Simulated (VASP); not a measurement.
**BiTe: single point with PBE**

The system is BiTe.

```
Bi Te
1.0
     0.40590    3.45015    3.45015
     3.45015    0.40590    3.45015
     3.45015    3.45015    0.40590
Bi Te
1 1
Direct
  0.00000 0.00000 0.00000
  0.50000 0.50000 0.50000
```

This cell differs from its parent crystal: ratio of the length along [111] to the lengths across it x 1.2, volume and fractional coordinates fixed.

```yaml
Program: VASP 6.6.1
Task: single point
Functional: PBE
Potentials_or_basis: VASP PAW PBE potentials, release 64 (Bi_d, Te)
Cutoff: 520 eV
k_mesh: 14 × 14 × 14
Occupations: gaussian, width 0.15 eV
Spin: no spin polarisation
Dipole_correction: no
Further_INCAR_settings: ALGO = Normal; EDIFF = 1e-06; NBANDS = 18
```

The pressure is -0.3 GPa and the band gap on the k mesh is zero (an odd number of electrons rules out a gap without spin polarisation).

Levels at points of the mesh, in eV from the Fermi level:
| k point | band 8 | band 9 | band 10 | band 11 | band 12 | band 13 |
| --- | --- | --- | --- | --- | --- | --- |
| (0.00, 0.00, 0.00) | -3.60 | -1.82 | -1.82 | 2.08 | 2.08 | 2.73 |
| (0.50, 0.00, 0.00) | -2.50 | -1.67 | -1.67 | -1.67 | -0.62 | -0.43 |
| (0.50, 0.50, 0.00) | -5.58 | -4.43 | -3.31 | 2.41 | 3.15 | 3.44 |
| (0.50, 0.50, 0.50) | -1.24 | -1.24 | -0.94 | 0.01 | 0.17 | 0.17 |

It took 110 s on 1 thread of Intel(R) Xeon(R) 6975P-C (Granite Rapids) (shared host), peak memory 0.47 GiB.

Caveat: spin-orbit coupling is left out, which moves the levels of the heavy elements.
